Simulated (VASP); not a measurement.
# Br (Pc) in VASP: single point with PBE

Aim: the single point of Br with PBE.

Program: VASP 6.6.1. These are calculated values, not measurements. Logs are shortened: lines on timing, memory, paths and dates and some standing lists are left out, and cuts for length are marked.

### 1 The cell of the first run

It takes space group Pc (No. 7, monoclinic). Conventional cell: a = 3.952 Å, b = 8.584 Å, c = 4.361 Å, α = 90.00°, β = 123.12°, γ = 90.00°. Br (site symmetry 1) has 3 Br at 2.34 to 3.08 Å within 3.1 Å. Br (site symmetry 1) has 3 Br at 2.34 to 3.03 Å within 3.1 Å.

### 2 Single point, PBE (strained and its atoms moved)

INCAR reads:

```
ALGO     = Normal         # electronic algorithm
EDIFF    = 1E-6           # SCF threshold, eV
ENCUT    = 520            # plane-wave cutoff, eV
GGA      = PE             # functional
ISIF     = 2              # what is computed and relaxed
ISMEAR   = 0              # smearing method
LASPH    = True           # aspherical terms in the spheres
LCHARG   = True           # write CHGCAR
LELF     = True           # ELF
LREAL    = False          # projectors in reciprocal space
LVHAR    = True         
LWAVE    = False          # write WAVECAR
NBANDS   = 22             # bands
NELM     = 100            # most SCF steps
PREC     = Accurate       # precision mode
SIGMA    = 0.02           # smearing width, eV
```

KPOINTS reads:

```
k-points
0
Gamma
  8 8 4
```

POSCAR reads:

```
Br
1.0
    3.3168996500     -2.1911666500      0.0000000000
    3.3026084500      2.1698893500      0.0000000000
    0.0000000000      0.0000000000      8.5844912000
Br
4
Direct
    0.0794247862      0.8749289176      0.1229101950
    0.5794247862      0.3749289176      0.3770898050
    0.9205752138      0.1250710824      0.8726386201
    0.4205752138      0.6250710824      0.6273613799
```

Potentials or basis: VASP PAW PBE potentials, release 64 (Br).

On the command line:

```
> cat potpaw_PBE.64/Br/POTCAR > POTCAR
> mpirun -np 1 vasp_std > vasp.out
```

OUTCAR:

```text
EDIFF = 1E-6
   ENCUT = 520
   GGA = PE
   ISIF = 2
   ISMEAR = 0
   LASPH = True
   LREAL = False
   NELM = 100
   PREC = Accurate

 ion  position               nearest neighbor table
   1  0.079  0.875  0.123-   3 2.34
   2  0.579  0.375  0.377-   4 2.34
   3  0.921  0.125  0.873-   1 2.34
   4  0.421  0.625  0.627-   2 2.34

  LATTYP: Found a simple monoclinic cell.
 ALAT       =     3.9516632404
 B/A-ratio  =     2.1723741822
 C/A-ratio  =     1.0059822505
 COS(beta)  =    -0.3946660086

  Lattice vectors:

 A1 = (   3.3026084500,   2.1698893500,   0.0000000000)
 A2 = (   0.0000000000,   0.0000000000,  -8.5844912000)
 A3 = (  -3.3168996500,   2.1911666500,   0.0000000000)

Analysis of symmetry for initial positions (statically):
=====================================================================
 Subroutine PRICEL returns:
 Original cell was already a primitive cell.

 Routine SETGRP: Setting up the symmetry group for a
 simple monoclinic supercell.

 Subroutine GETGRP returns: Found  2 space group operations
 (whereof  1 operations were pure point group operations)
 out of a pool of  4 trial point group operations.

The static configuration has the point symmetry C_1 .
 The point group associated with its full space group is C_1h.

Analysis of symmetry for dynamics (positions and initial velocities):
=====================================================================
 Subroutine PRICEL returns:
 Original cell was already a primitive cell.

 Routine SETGRP: Setting up the symmetry group for a
 simple monoclinic supercell.

 Subroutine GETGRP returns: Found  2 space group operations
 (whereof  1 operations were pure point group operations)
 out of a pool of  4 trial point group operations.

The dynamic configuration has the point symmetry C_1 .
 The point group associated with its full space group is C_1h.

 Subroutine INISYM returns: Found  2 space group operations
 (whereof  1 operations are pure point group operations),
 and found     1 'primitive' translations

----------------------------------------------------------------------------------------

                                     Primitive cell

  volume of cell :     123.9074

  direct lattice vectors                    reciprocal lattice vectors
     3.316899650 -2.191166650  0.000000000     0.150333157 -0.228809618  0.000000000
     3.302608450  2.169889350  0.000000000     0.151807280  0.229799734  0.000000000
     0.000000000  0.000000000  8.584491200     0.000000000  0.000000000  0.116489140

  length of vectors
     3.975303080  3.951663240  8.584491200     0.273777098  0.275414901  0.116489140

  position of ions in fractional coordinates (direct lattice)
     0.079424786  0.874928918  0.122910195
     0.579424786  0.374928918  0.377089805
     0.920575214  0.125071082  0.872638620
     0.420575214  0.625071082  0.627361380

  ion indices of the primitive-cell ions
   primitive index   ion index
                 1           1
                 2           2
                 3           3
                 4           4

----------------------------------------------------------------------------------------

 KPOINTS: k-points

Automatic generation of k-mesh.
 Grid dimensions read from file:
 generate k-points for:    8    8    4

 Generating k-lattice:

  Cartesian coordinates                     Fractional coordinates (reciprocal lattice)
     0.018791645 -0.028601202  0.000000000     0.125000000  0.000000000  0.000000000
     0.018975910  0.028724967  0.000000000     0.000000000  0.125000000  0.000000000
     0.000000000  0.000000000  0.029122285     0.000000000  0.000000000  0.250000000

  Length of vectors
     0.034222137  0.034426863  0.029122285

  Shift w.r.t. Gamma in fractional coordinates (k-lattice)
     0.000000000  0.000000000  0.000000000

 Subroutine IBZKPT returns following result:
 ===========================================

 Found    102 irreducible k-points:

 Following reciprocal coordinates:
            Coordinates               Weight
  0.000000  0.000000  0.000000      1.000000
  0.125000  0.000000  0.000000      2.000000
  0.250000  0.000000  0.000000      2.000000
  0.375000 -0.000000  0.000000      2.000000
  0.500000  0.000000  0.000000      1.000000
 -0.000000  0.125000  0.000000      2.000000
[... 16 lines left out ...]
  0.125000  0.375000  0.000000      2.000000
  0.250000  0.375000  0.000000      2.000000
 [... further k-points ...]
   k-points           NKPTS =    102   k-points in BZ     NKDIM =    102   number of bands    NBANDS=     22
   number of dos      NEDOS =    301   number of ions     NIONS =      4
   total plane-waves  NPLWV =  57600
   dimension x,y,z NGX =    30 NGY =   30 NGZ =   64
   dimension x,y,z NGXF=    60 NGYF=   60 NGZF=  128
   ions per type =               4
   NGX,Y,Z   is equivalent  to a cutoff of  12.55, 12.62, 12.39 a.u.
   NGXF,Y,Z  is equivalent  to a cutoff of  25.09, 25.24, 24.79 a.u.
 SYSTEM =  unknown system
   PREC   = accura    normal or accurate (medium, high low for compatibility)
   ISTART =      0    job   : 0-new  1-cont  2-samecut
   ICHARG =      2    charge: 1-file 2-atom 10-const
   ISPIN  =      1    spin polarized calculation?
   LNONCOLLINEAR =      F non collinear calculations
   LSORBIT =      F    spin-orbit coupling
   LASPH  =      T    aspherical Exc in radial PAW
   ENCUT  =  520.0 eV  38.22 Ry    6.18 a.u.   7.39  7.35 15.96*2*pi/ulx,y,z
   NELM   =    100;   NELMIN=  2; NELMDL= -5     # of ELM steps
   EDIFF  = 0.1E-05   stopping-criterion for ELM
   LREAL  =      F    real-space projection
   EDIFFG = 0.1E-04   stopping-criterion for IOM
   NSW    =      0    number of steps for IOM
   IBRION =     -1    ionic relax: 0-MD 1-quasi-New 2-CG
   NFREE  =      0    steps in history (QN), initial steepest desc. (CG)
   ISIF   =      2    stress and relaxation
   ISYM   =      2    0-nonsym 1-usesym 2-fastsym
   POTIM  = 0.5000    time-step for ionic-motion
   TEBEG  =    0.0;   TEEND  =   0.0 temperature during run
   PSTRESS=    0.0 pullay stress
   NELECT =      28.0000    total number of electrons
   NUPDOWN=      -1.0000    fix difference up-down
   EMIN   =  10.00;   EMAX   =-10.00  energy-range for DOS
   EFERMI =   0.00;   METHOD = LEGACY
   ISMEAR =     0;   SIGMA  =   0.02  broadening in eV -4-tet -1-fermi 0-gaus
   EFERMI_NEDOS =   21; number of points for ismear=-14 and -15
   IALGO  =     38    algorithm
   IMIX   =      4    mixing-type and parameters
     AMIX     =   0.40;   BMIX     =  1.00
     AMIX_MAG =   1.60;   BMIX_MAG =  1.00
  volume/ion in A,a.u.               =      30.98       209.04
  Fermi-wavevector in a.u.,A,eV,Ry     =   0.997153  1.884346 13.528460  0.994314
  Thomas-Fermi vector in A             =   2.129290
   LORBIT       =      0    0 simple, 1 ext, 2 COOP (PROOUT), +10 PAW based schemes
   GGA     = PE    functional components
   LHFCALC =     F    Hartree Fock is set to
   AEXX    =    0.0000 exact exchange contribution
   IVDW    =     0    specifies the selected vdW correction
   LEPSILON=     F    determine dielectric tensor
   LRPA    =     F    only Hartree local field effects (RPA)
 non-spin polarized calculation
 Gauss-broadening in eV      SIGMA  =   0.02
  energy-cutoff  :      520.00
  volume of cell :      123.91
 maximum number of plane-waves:      3356
 NGX is ok and might be reduce to    30
   NGX = 15   NGY = 15   NGZ = 31

 number of electron      27.9999998 magnetization

 Free energy of the ion-electron system (eV)
  ---------------------------------------------------
  ext. energy  EPLUGINS =         0.00000000
  ---------------------------------------------------
  free energy    TOTEN  =        -6.24787450 eV

  energy without entropy =       -6.24787450  energy(sigma->0) =       -6.24787450

 E-fermi :   0.8557     XC(G=0):  -8.2756

 val. band max:        0.7061307689   @ k =   0.0000   0.0000   0.0000
 cond. band min:       1.7375023451   @ k =   0.0000   0.0000   0.0000
 fundamental gap:      1.0313715762
 Fermi energy:         0.8556553191

 k-point     1 :       0.0000    0.0000    0.0000
  band No.  band energies     occupation
      1     -15.6208      2.00000
      2     -14.9557      2.00000
      3     -13.3586      2.00000
      4     -12.0484      2.00000
      5      -4.9562      2.00000
      6      -3.1403      2.00000
[... 14 lines left out ...]
     21       9.3228      0.00000
     22       9.9255      0.00000

 k-point     2 :       0.1250    0.0000    0.0000
  band No.  band energies     occupation
      1     -15.5751      2.00000
      2     -14.9557      2.00000
      3     -13.3013      2.00000
      4     -12.0873      2.00000
      5      -4.9333      2.00000
      6      -3.4003      2.00000
[... 14 lines left out ...]
     21       9.2095      0.00000
     22      10.0910      0.00000

 k-point     3 :       0.2500    0.0000    0.0000
  band No.  band energies     occupation
      1     -15.4511      2.00000
      2     -14.9675      2.00000
      3     -13.1402      2.00000
      4     -12.2047      2.00000
      5      -4.8828      2.00000
      6      -3.9275      2.00000
[... 14 lines left out ...]
     21       9.1767      0.00000
     22      10.3447      0.00000

 k-point     4 :       0.3750   -0.0000    0.0000
  band No.  band energies     occupation
      1     -15.2856      2.00000
      2     -15.0183      2.00000
      3     -12.9059      2.00000
      4     -12.3963      2.00000
      5      -4.8233      2.00000
      6      -4.4057      2.00000
[... 14 lines left out ...]
     21      10.0416      0.00000
     22      10.6816      0.00000

 k-point     5 :       0.5000    0.0000    0.0000
  band No.  band energies     occupation
      1     -15.1278      2.00000
      2     -15.1278      2.00000
      3     -12.6423      2.00000
      4     -12.6423      2.00000
      5      -4.6983      2.00000
      6      -4.6983      2.00000
[... 417 lines left out ...]
 k-point    22 :      -0.0000    0.3750    0.0000
  band No.  band energies     occupation
      1     -15.2567      2.00000
      2     -14.9862      2.00000
      3     -12.9314      2.00000
      4     -12.4298      2.00000
      5      -4.8814      2.00000
      6      -4.4579      2.00000
[... 14 lines left out ...]
     21      10.1091      0.00000
     22      10.4820      0.00000

 k-point    23 :       0.1250    0.3750    0.0000
  band No.  band energies     occupation
      1     -15.3469      2.00000
      2     -14.9096      2.00000
      3     -13.0679      2.00000
      4     -12.2447      2.00000
      5      -4.8619      2.00000
      6      -4.0940      2.00000
[... 14 lines left out ...]
     21       9.3406      0.00000
     22      10.3333      0.00000

 k-point    24 :       0.2500    0.3750    0.0000
  band No.  band energies     occupation
      1     -15.3828      2.00000
      2     -14.8441      2.00000
      3     -13.1261      2.00000
      4     -12.0975      2.00000
      5      -4.7941      2.00000
      6      -3.6398      2.00000
[... 14 lines left out ...]
     21       9.1846      0.00000
     22      10.2405      0.00000

 [... further k-points ...]
[... 5 lines left out ...]
  --------------------------------------------------------------------------------------
  -------------------------------------------------------------------------------------
  Total        1.6290725      1.6485793      3.7923257      0.2285709      0.0000000      0.0000000
  in kB       21.0646194     21.3168511     49.0364300      2.9555213      0.0000000      0.0000000
  external PRESSURE =      30.4726335 kB  Pullay stress =       0.0000000 kB

 VOLUME and BASIS-vectors are now :
 -----------------------------------------------------------------------------
  energy-cutoff  :      520.00
  volume of cell :      123.91
      direct lattice vectors                 reciprocal lattice vectors
     3.316899650 -2.191166650  0.000000000     0.150333157 -0.228809618  0.000000000
     3.302608450  2.169889350  0.000000000     0.151807280  0.229799734  0.000000000
     0.000000000  0.000000000  8.584491200     0.000000000  0.000000000  0.116489140

 POSITION                                       TOTAL-FORCE (eV/Angst)
 -----------------------------------------------------------------------------------
      3.15299      1.72447      1.05512         0.053917     -0.346131      0.093454
      3.16014     -0.45606      3.23712         0.053917     -0.346131     -0.093454
      3.46652     -1.74574      7.49116        -0.053917      0.346131      0.041825
      3.45937      0.43478      5.38558        -0.053917      0.346131     -0.041825
 -----------------------------------------------------------------------------------
    total drift:                               -0.000023      0.000004     -0.000000

  FREE ENERGIE OF THE ION-ELECTRON SYSTEM (eV)
  ---------------------------------------------------
  free  energy   TOTEN  =        -6.2478744991 eV

  energy  without entropy=       -6.2478744991  energy(sigma->0) =       -6.24787450
```

Run time: 3.6 min. Hardware: 1 thread of Oxide Virtual Turin-like, shared host; peak memory 0.31 GiB.

Results:

```
Free energy            : -6.2479 eV
Pressure               : 3.0 GPa
Largest force          : 0.363 eV/Å
Band gap on the k mesh : 1.03 eV, direct
```

Forces on the atoms (eV/Å):
```
Br   0.054 -0.346  0.093
Br   0.054 -0.346 -0.093
Br  -0.054  0.346  0.042
Br  -0.054  0.346 -0.042
```

Stress tensor (GPa, compression positive):
```
2.11 0.30 0.00
0.30 2.13 0.00
0.00 0.00 4.90
```

Levels at points of the mesh, in eV from the valence-band top:
| k point | band 12 | band 13 | band 14 | band 15 | band 16 | band 17 |
| --- | --- | --- | --- | --- | --- | --- |
| (0.00, 0.00, 0.00) | -0.54 | -0.30 | 0.00 | 1.03 | 2.12 | 5.68 |
| (0.50, 0.00, 0.00) | -1.73 | -0.88 | -0.88 | 2.33 | 2.33 | 6.69 |
| (0.00, 0.50, 0.00) | -1.85 | -0.62 | -0.62 | 2.28 | 2.28 | 6.59 |
| (0.50, 0.50, 0.00) | -2.01 | -0.42 | -0.25 | 1.06 | 1.89 | 6.69 |
| (0.00, 0.00, 0.50) | -0.85 | -0.34 | -0.34 | 1.44 | 1.52 | 6.27 |
| (0.50, 0.00, 0.50) | -1.22 | -0.39 | -0.39 | 1.79 | 1.79 | 7.22 |
| (0.00, 0.50, 0.50) | -0.96 | -0.30 | -0.30 | 1.69 | 1.69 | 6.87 |
| (0.50, 0.50, 0.50) | -1.25 | -1.09 | -1.05 | 1.37 | 1.43 | 7.63 |

Caveat: the cell differs from its parent crystal (strained and its atoms moved). A k mesh can miss the band edges.
